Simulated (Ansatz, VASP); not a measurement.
KZnF3: VASP beside Ansatz

```
CELL_PARAMETERS angstrom
3.99526 0.00000 0.00000
0.00000 3.99526 0.00000
0.00000 0.00000 3.99526
ATOMIC_POSITIONS crystal
Zn 0.50000 0.50000 0.50000
K 0.00000 0.00000 0.00000
F 0.50000 0.00000 0.50000
F 0.00000 0.50000 0.50000
F 0.50000 0.50000 0.00000
```

Alike in both runs: task single point; functional LDA; k mesh 7 × 7 × 7; occupations fermi-dirac, width 0.05 eV; no spin polarisation.

|  | VASP | Ansatz |
| --- | --- | --- |
| version | VASP 6.6.1 | Ansatz 0.2.0 |
| potentials or method | VASP PAW LDA potentials, release 64 (Zn, K_sv, F) | Ansatz PAW |
| plane-wave cutoff (eV) | 520 | 420 |
| valence electrons in the cell | 42 | 42 |

```tsv
	VASP	Ansatz	Ansatz less VASP
gap on the k mesh at the Fermi level (eV)	3.82	3.87	+0.043
least direct gap on the mesh (eV)	5.75	5.77	+0.025
pressure (GPa)	-1.0	-1.5	-0.56
```

LDA's correlation is that of Perdew and Zunger in VASP and of Perdew and Wang (1992) in Ansatz.

Noted on Ansatz's run: odd divisions of the mesh miss points on the zone boundary, where band edges often lie, so the gap on the mesh can be too wide.
